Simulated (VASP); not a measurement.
# LiP2 (P-3m1) in VASP: further runs, part 2 of 2

VASP 6.6.1. Earlier steps stand in the parts before.

### Step 3. Relaxation of cell and atoms, PBE+D3(BJ)

This run uses another cell than the first one, of 16.38 Å³/atom, 1.008 times its volume.

The input, INCAR:

```
PREC = Accurate
ENCUT = 600
EDIFF = 1E-6
ISMEAR = 0
SIGMA = 0.1
LREAL = False
LASPH = True
NELM = 100
ALGO = Normal
ISIF = 3
LWAVE = False
LCHARG = False
GGA = PE
IVDW = 12
IBRION = 2
NSW = 100
EDIFFG = -0.01
```

The input, KPOINTS:

```
regular mesh
0
Gamma
  15 15 4
```

The input, POSCAR:

```
LiP2
1.0
    3.1174198742      0.0000000000      0.0000000000
   -1.5587099371      2.6997648053      0.0000000000
    0.0000000000      0.0000000000     11.6774694316
Li P
2 4
Direct
    0.0000000000      0.0000000000      0.7141086394
    0.0000000000      0.0000000000      0.2858913606
    0.6666666667      0.3333333333      0.5581207499
    0.0000000000      0.0000000000      0.9140709280
    0.3333333333      0.6666666667      0.4418792501
    0.0000000000      0.0000000000      0.0859290720
```

Potentials or basis: VASP PAW PBE potentials, release 64 (Li_sv, P).

Started as:

```console
$ cat potpaw_PBE.64/Li_sv/POTCAR potpaw_PBE.64/P/POTCAR > POTCAR
$ mpirun -np 1 vasp_std > vasp.out
```

It took 5.5 min on 1 thread of Intel Xeon 6975P-C (Granite Rapids), shared host; peak memory 0.39 GiB.

Results (log left out):

```yaml
Free_energy: -26.9301 eV
Relaxed_volume: 16.21 Å³/atom
Relaxed_cell: a = 3.103 Å, b = 3.103 Å, c = 11.662 Å, α = 90.00°, β = 90.00°, γ = 120.00°
Space_group_after_relaxing_to_0.05_Å: P-3m1 (No. 164)
Energy_gained_by_relaxing: 0.8 meV/atom
Ionic_steps: 7
Pressure_after_relaxing: 0.0 GPa
Largest_force_after_relaxing: 0.010 eV/Å
Band_gap_on_the_k_mesh: zero (band 13 reaches 7.64 eV, above the bottom of band 14 at 4.44 eV)
Dispersion_energy_per_atom: -0.347 eV
```

Forces in eV/Å, atoms in the order of the input:
```
Li   0.000  0.000 -0.010
Li   0.000  0.000  0.010
P    0.000  0.000 -0.001
P    0.000  0.000 -0.004
P    0.000  0.000  0.001
P    0.000  0.000  0.004
```

The path:
```
step  energy change (eV)  largest force (eV/Å)  pressure (GPa)  volume (Å³)
   1              0.0000                0.3602           -0.15        98.28
   2              0.0006                0.3978           -0.81        98.06
   3             -0.0035                0.0129           -0.50        98.18
   4             -0.0046                0.0636           -0.07        97.50
   5             -0.0046                0.0718           -0.03        97.43
   6             -0.0048                0.0170            0.02        97.23
   7             -0.0049                0.0099            0.02        97.27
```

Final structure:
```
Li P
1.0
     3.10335    0.00000    0.00000
    -1.55168    2.68758    0.00000
     0.00000    0.00000   11.66180
Li P
2 4
Direct
  0.00000 0.00000 0.71409
  0.00000 0.00000 0.28591
  0.66667 0.33333 0.55825
  0.00000 0.00000 0.91320
  0.33333 0.66667 0.44175
  0.00000 0.00000 0.08680
```

Levels at points of the mesh, in eV from the Fermi level:
```csv
k point,band 10,band 11,band 12,band 13,band 14,band 15,band 16,band 17
"(0.00, 0.00, 0.00)",-0.52,0.12,1.70,1.70,2.94,2.94,4.03,4.13
"(0.00, 0.00, 0.50)",-0.52,0.84,1.70,1.70,2.25,2.94,2.94,4.22
```

Caveat: the cutoff is under 1.25 times the usual one of these potentials, so pressure, stress and relaxed cells hold a basis-set (Pulay) error; pairwise dispersion overbinds metals, which lowers pressure and volume.

### Step 4. Single point, PBE+D3(BJ)

This run uses another cell than the first one, of 27.63 Å³/atom, 1.700 times its volume.

The input, INCAR:

```
SYSTEM = LiP2
PREC = Accurate
ENCUT = 520
EDIFF = 1E-7
ISMEAR = 0
SIGMA = 0.1
LREAL = .FALSE.
LASPH = .TRUE.
NELM = 100
ALGO = Normal
ISIF = 2
LWAVE = .FALSE.
LCHARG = .FALSE.
GGA = PE
IVDW = 12
NBANDS = 22
```

The input, KPOINTS:

```
regular mesh
0
G
  6 6 2
  0 0 0
```

The input, POSCAR:

```
LiP2
1.0
    3.8631835800      0.0000000000      0.0000000000
   -1.9315917900      3.3456151200      0.0000000000
    0.0000000000      0.0000000000     12.8259995800
Li P
2 4
Direct
    0.0000000000      0.0000000000      0.7012485900
    0.0000000000      0.0000000000      0.2987514100
    0.6666666700      0.3333333300      0.6227974500
    0.0000000000      0.0000000000      0.8772025500
    0.3333333300      0.6666666700      0.3772025500
    0.0000000000      0.0000000000      0.1227974500
```

Started as:

```console
$ cat potpaw_PBE.64/Li_sv/POTCAR potpaw_PBE.64/P/POTCAR > POTCAR
$ mpirun -np 1 vasp_std > vasp.out
```

Run time: 30 s. Hardware: 1 thread of Intel Xeon 6975P-C (Granite Rapids), shared host; peak memory 0.29 GiB.

It converged, with:

- Free energy: -17.9578 eV
- Largest force: 2.110 eV/Å
- Band gap on the k mesh: zero (band 13 reaches 1.51 eV, above the bottom of band 14 at -0.33 eV)
- Dispersion energy per atom: -0.209 eV

Forces in eV/Å, atoms in the order of the input:
```
Li   0.000  0.000 -0.621
Li   0.000  0.000  0.621
P    0.000  0.000 -0.637
P    0.000  0.000  2.110
P    0.000  0.000  0.637
P    0.000  0.000 -2.110
```

Levels at points of the mesh, in eV from the Fermi level:
```csv
k point,band 9,band 10,band 11,band 12,band 13,band 14,band 15,band 16,band 17,band 18
"(0.00, 0.00, 0.00)",-0.80,0.83,0.83,0.86,0.86,1.19,1.19,1.31,1.42,1.42
"(0.50, 0.00, 0.00)",-1.91,-1.66,-1.36,-0.33,-0.22,0.09,0.44,0.49,0.65,0.92
"(0.00, 0.00, 0.50)",0.50,0.57,0.77,0.77,0.97,0.97,1.10,1.10,1.45,1.45
"(0.50, 0.00, 0.50)",-1.91,-1.72,-1.38,-0.17,-0.10,-0.04,0.07,0.59,0.84,0.88
```

Caveat: the cutoff is under 1.25 times the usual one of these potentials, so pressure, stress and relaxed cells hold a basis-set (Pulay) error; pairwise dispersion overbinds metals, which lowers pressure and volume; forces of over 1 eV/Å act on the atoms, so gaps and moduli don't describe the material at rest.

### Step 5. Single point, PBE+D3(BJ)

This run uses another cell than the first one, of 16.38 Å³/atom, 1.008 times its volume.

The input, INCAR:

```
ALGO     = Normal         # electronic algorithm
EDIFF    = 1E-6           # SCF threshold, eV
ENCUT    = 520            # plane-wave cutoff, eV
GGA      = PE             # functional
ISIF     = 2              # what is computed and relaxed
ISMEAR   = 0              # smearing method
IVDW     = 12             # dispersion correction
LASPH    = T              # aspherical terms in the spheres
LCHARG   = F              # write CHGCAR
LREAL    = F              # projectors in reciprocal space
LWAVE    = F              # write WAVECAR
NBANDS   = 22             # bands
NELM     = 100            # most SCF steps
PREC     = Accurate       # precision mode
SIGMA    = 0.1            # smearing width, eV
```

The input, KPOINTS:

```
k-points
0
Gamma
  6 6 2
```

The input, POSCAR:

```
LiP2
1.0
    3.1174198742      0.0000000000      0.0000000000
   -1.5587099371      2.6997648053      0.0000000000
    0.0000000000      0.0000000000     11.6774694316
Li P
2 4
Direct
    0.0000000000      0.0000000000      0.7141086394
    0.0000000000      0.0000000000      0.2858913606
    0.6666666667      0.3333333333      0.5581207499
    0.0000000000      0.0000000000      0.9140709280
    0.3333333333      0.6666666667      0.4418792501
    0.0000000000      0.0000000000      0.0859290720
```

Potentials or basis: VASP PAW PBE potentials, release 64 (Li_sv, P).

Started as:

```console
$ cat potpaw_PBE.64/Li_sv/POTCAR potpaw_PBE.64/P/POTCAR > POTCAR
$ mpirun -np 1 vasp_std > vasp.out
```

OUTCAR:

```text
EDIFF = 1E-6
   ENCUT = 520
   GGA = PE
   ISIF = 2
   ISMEAR = 0
   IVDW = 12
   LASPH = T
   LREAL = F
   NELM = 100
   PREC = Accurate
 IVDW          = 12

 ion  position               nearest neighbor table
   1  0.000  0.000  0.714-   4 2.34   3 2.56   3 2.56   3 2.56
   2  0.000  0.000  0.286-   6 2.34   5 2.56   5 2.56   5 2.56
   3  0.667  0.333  0.558-   5 2.25   5 2.25   5 2.25   1 2.56   1 2.56   1 2.56
   4  0.000  0.000  0.914-   6 2.01   1 2.34
   5  0.333  0.667  0.442-   3 2.25   3 2.25   3 2.25   2 2.56   2 2.56   2 2.56
[... 550 lines left out ...]
  -------------------------------------------------------------------------------------
  Total      -0.06899    -0.06899    -0.30491     0.00000     0.00000     0.00000
  in kB      -1.12466    -1.12466    -4.97067     0.00000     0.00000     0.00000
  external pressure =       -2.41 kB  Pullay stress =        0.00 kB

 VOLUME and BASIS-vectors are now :
 -----------------------------------------------------------------------------
  energy-cutoff  :      520.00
  volume of cell :       98.28
      direct lattice vectors                 reciprocal lattice vectors
     3.117419874  0.000000000  0.000000000     0.320778092  0.185201318  0.000000000
    -1.558709937  2.699764805  0.000000000     0.000000000  0.370402636  0.000000000
     0.000000000  0.000000000 11.677469432     0.000000000  0.000000000  0.085634992

 POSITION                                       TOTAL-FORCE (eV/Angst)
 -----------------------------------------------------------------------------------
      0.00000      0.00000      8.33898         0.000000     -0.000000     -0.016721
      0.00000      0.00000      3.33849         0.000000     -0.000000      0.016721
      1.55871      0.89992      6.51744        -0.000000      0.000000     -0.081740
      0.00000      0.00000     10.67404         0.000000      0.000000      0.081491
     -0.00000      1.79984      5.16003        -0.000000      0.000000      0.081740
      0.00000      0.00000      1.00343         0.000000     -0.000000     -0.081491
 -----------------------------------------------------------------------------------
    total drift:                               -0.000000      0.000000     -0.000000

  FREE ENERGIE OF THE ION-ELECTRON SYSTEM (eV)
  ---------------------------------------------------
  free  energy   TOTEN  =       -27.0207910427 eV

  energy  without entropy=      -27.0118815912  energy(sigma->0) =      -27.01633632
```

Wall time 13 s (1 thread of Intel Xeon 6975P-C (Granite Rapids), shared host); peak memory 0.22 GiB.

Results:

```
Free energy                : -27.0208 eV
Largest force              : 0.082 eV/Å
Band gap on the k mesh     : zero (band 13 reaches 7.43 eV, above the bottom of band 14 at 4.40 eV)
Dispersion energy per atom : -0.343 eV
```

Forces on the atoms (eV/Å):
```
Li   0.000  0.000 -0.017
Li   0.000  0.000  0.017
P    0.000  0.000 -0.082
P    0.000  0.000  0.081
P    0.000  0.000  0.082
P    0.000  0.000 -0.081
```

Levels at points of the mesh, in eV from the Fermi level:
```
           k point  band 11  band 12  band 13  band 14  band 15  band 16
(0.00, 0.00, 0.00)     0.10     1.51     1.51     2.82     2.82     3.91
(0.50, 0.00, 0.00)    -3.25    -2.83    -1.04    -0.32     0.38     2.60
(0.00, 0.00, 0.50)     0.84     1.52     1.52     2.16     2.82     2.82
(0.50, 0.00, 0.50)    -3.25    -2.95    -0.73    -0.33     0.36     2.04
```

Caveat: the k points lie up to 0.39 Å⁻¹ apart; the cutoff is under 1.25 times the usual one of these potentials, so pressure, stress and relaxed cells hold a basis-set (Pulay) error; pairwise dispersion overbinds metals, which lowers pressure and volume.

### Step 6. The runs side by side

```tsv
task	cell	k mesh	cutoff (eV)	gap on the mesh (eV)	largest force (eV/Å)
single point	a = 3.107, b = 3.107, c = 11.666 Å, angles 90.0, 90.0, 120.0°, 6 atoms	15 × 15 × 4	520	none	0.08
relaxation of cell and atoms	relaxed from a = 3.117, b = 3.117, c = 11.677 Å, angles 90.0, 90.0, 120.0°, 6 atoms	15 × 15 × 4	600	none	0.01
single point	a = 3.863, b = 3.863, c = 12.826 Å, angles 90.0, 90.0, 120.0°, 6 atoms	6 × 6 × 2	520	none	2.11
single point	a = 3.117, b = 3.117, c = 11.677 Å, angles 90.0, 90.0, 120.0°, 6 atoms	6 × 6 × 2	520	none	0.08
```

Alike in all rows: level PBE+D3(BJ); potentials or basis VASP PAW PBE potentials, release 64 (Li_sv, P); no spin polarisation; smearing gaussian 0.1 eV.

Caveats: some runs use coarse meshes; the cutoff is under 1.25 times the usual one of these potentials, so pressure, stress and relaxed cells hold a basis-set (Pulay) error; pairwise dispersion overbinds metals, which lowers pressure and volume; forces of over 1 eV/Å act on the atoms, so gaps and moduli don't describe the material at rest (some runs).

Absolute energies hang on the potentials; compare differences alone.
